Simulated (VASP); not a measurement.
Runs of VASP 6.6.1 on Os. The structure is that of space group P6_3/mmc (No. 194), or close to it. The cells are those of the table. 

```tsv
task	cell	gap on the mesh (eV)	pressure (GPa)
single point	a = 2.699, b = 2.699, c = 4.272 Å, angles 90.0, 90.0, 120.0°, 2 atoms	none	(a)
single point	a = 2.727, b = 2.727, c = 4.315 Å, angles 90.0, 90.0, 120.0°, 2 atoms	none	-5.3
relaxation of cell and atoms	relaxed from a = 2.734, b = 2.734, c = 4.320 Å, angles 90.0, 90.0, 120.0°, 2 atoms	none	0.1
single point	a = 2.713, b = 2.713, c = 4.294 Å, angles 90.0, 90.0, 120.0°, 2 atoms	none	1.3
```

Alike in all rows: level LDA; potentials or basis VASP PAW LDA potentials, release 64 (Os); no spin polarisation; k mesh 9 × 9 × 5; cutoff (eV) 600; smearing methfessel-paxton 0.1 eV.

**Question.** Fill in the values left out.

**Answer.** (a) 8.5.

Caveats: spin-orbit coupling is left out, which moves the levels of the heavy elements; the cell stands under pressure (at least some runs); the cell stands under tension (at least some runs).

A k mesh can miss the band edges, and the runs leave out spin-orbit coupling on Os.

A gap of «none» marks levels without a gap at the run's occupations.
